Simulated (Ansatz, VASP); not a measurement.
SnO2: VASP beside Ansatz

```
Sn O
1.0
     0.00000    2.57165    2.54594
     2.57165    0.00000    2.54594
     2.57165    2.57165    0.00000
Sn O
1 2
Direct
  0.00000 0.00000 0.00000
  0.25000 0.25000 0.25000
  0.75000 0.75000 0.75000
```

Change from the starting cell: strain -0.0100 x Voigt [0, 0, 1, 0, 0, 0], atoms carried along.

Alike in both runs: task single point; functional PBE; k mesh 16 × 16 × 16; occupations gaussian, width 0.15 eV; no spin polarisation.

|  | VASP | Ansatz |
| --- | --- | --- |
| version | VASP 6.6.1 | Ansatz 0.2.0 |
| potentials or method | VASP PAW PBE potentials, release 64 (Sn_d, O), cutoff 520 eV | scalar-relativistic, plane waves, PAW |
| valence electrons in the cell | 26 | 26 |

```csv
,VASP,Ansatz,Ansatz less VASP
gap on the k mesh at the Fermi level (eV),none,none,-
pressure (GPa),2.5,1.9,-0.60
"traceless stress, the component that is largest in VASP (GPa)",2.89,2.89,+0.002
```

A gap of «none» marks a metal or a gap that the smearing closes.
